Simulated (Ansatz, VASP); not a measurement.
# Ru in VASP and in Ansatz

```xyz
2
Lattice="2.6775 0.0000 0.0000 -1.3388 2.3188 0.0000 0.0000 0.0000 4.2181" Properties=species:S:1:pos:R:3 pbc="T T T"
Ru    0.0000    1.5459    1.0545
Ru    1.3388    0.7729    3.1636
```

Alike in both runs: task single point; functional LDA; k mesh 4 × 4 × 2; occupations fermi-dirac, width 0.1 eV; no spin polarisation.

|  | VASP | Ansatz |
| --- | --- | --- |
| version | VASP 6.6.1 | Ansatz 0.2.0 |
| potentials or method | VASP PAW LDA potentials, release 64 (Ru_pv), cutoff 520 eV | plane waves (420 eV) with PAW, scalar-relativistic |
| valence electrons in the cell | 28 | 32 |

VASP gave:

```
pressure (GPa)                                                : -3.4
traceless stress, the component that is largest in VASP (GPa) : -2.99
```

Which values does Ansatz return?

Pressure (GPa): -4.3; traceless stress, the component that is largest in VASP (GPa): -3.08.

Ansatz warns that its potentials were made for another functional, while VASP's fit it. LDA's correlation is that of Perdew and Zunger in VASP and of Perdew and Wang (1992) in Ansatz. VASP's potentials hold 28 valence electrons a cell and Ansatz's 32, so a difference there can come from the potentials and not from the codes.

The k mesh is coarse, so the values compare programs but aren't converged.
